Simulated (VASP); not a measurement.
Here is a VASP 6.6.1 calculation.

INCAR

```
SYSTEM = AlAs
PREC = Accurate
ENCUT = 500
EDIFF = 1E-6
ISMEAR = 0
SIGMA = 0.02
LREAL = .False.
LASPH = .True.
NELM = 120
ALGO = Normal
ISIF = 2
LWAVE = .False.
LCHARG = .False.
GGA = PE
NBANDS = 11
GGA_COMPAT = .False.
```

File KPOINTS:

```
regular mesh
0
Gamma
  8 8 8
  0 0 0
```

Contents of POSCAR:

```
AlAs
1.0
    0.0000000000      2.8053451736      2.8053451736
    2.8053451736      0.0000000000      2.8053451736
    2.8053451736      2.8053451736      0.0000000000
Al As
1 1
Direct
    0.0000000000      0.0000000000      0.0000000000
    0.2500000000      0.2500000000      0.2500000000
```

Potentials or basis: VASP PAW PBE potentials, release 64 (Al, As).

Command:

```bash
$ cat potpaw_PBE.64/Al/POTCAR potpaw_PBE.64/As/POTCAR > POTCAR
$ mpirun -np 1 vasp_std > vasp.out
```

Estimate the pressure.

5.0 GPa.

Estimate the band gap on the k mesh.

1.39 eV (least direct gap 2.28 eV).

Caveat: the cell stands under pressure. A k mesh can miss the band edges.
